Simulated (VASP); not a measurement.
Wanted: the native input for a VASP 6.6.1 run.

- Task: single point
- Functional: PBEsol
- Potentials or basis: VASP PAW PBE potentials, release 64 (I)
- Cutoff: 520 eV
- k mesh: 6 × 6 × 2
- Occupations: methfessel-paxton, width 0.1 eV
- Spin: no spin polarisation
- Dipole correction: no
- Further INCAR settings: ALGO = Normal; EDIFF = 1e-06; NBANDS = 14

The structure of I lies in POSCAR:

```
I
1.0
    4.1799250000      0.0000000000      0.0000000000
   -2.0899630000      3.6199210000      0.0000000000
    0.0000000000      0.0000000000     12.1196730000
I
2
Direct
    0.6666666667      0.3333333333      0.6684150000
    0.3333333333      0.6666666667      0.3315850000
```

One way to write it, as run:

INCAR

```
SYSTEM = I
ALGO = Normal
EDIFF = 1E-6
ENCUT = 520
GGA = PS
ISIF = 2
ISMEAR = 1
LASPH = .True.
LCHARG = .False.
LREAL = .False.
LWAVE = .False.
NBANDS = 14
NELM = 60
PREC = Accurate
SIGMA = 0.1
```

KPOINTS

```
k-points
0
Gamma
  6 6 2
  0 0 0
```

Potentials or basis: VASP PAW PBE potentials, release 64 (I).

The run is started by

```sh
$ cat potpaw_PBE.64/I/POTCAR > POTCAR
$ mpirun -np 1 vasp_std > vasp.out
```

It gave:

```yaml
Largest_force: 0.050 eV/Å
Band_gap_on_the_k_mesh: zero (bands 7 and 8 overlap by 0.61 eV)
```

Caveat: there is no dipole correction, which matters where the two faces differ; the PAW data sets were made with another functional, which shifts forces and pressure a little; spin-orbit coupling is left out, which moves the levels of the heavy elements.

It took 46 s on 1 thread of AMD EPYC 7R13 Processor (Zen 3), on a shared host, peak memory 0.25 GiB.
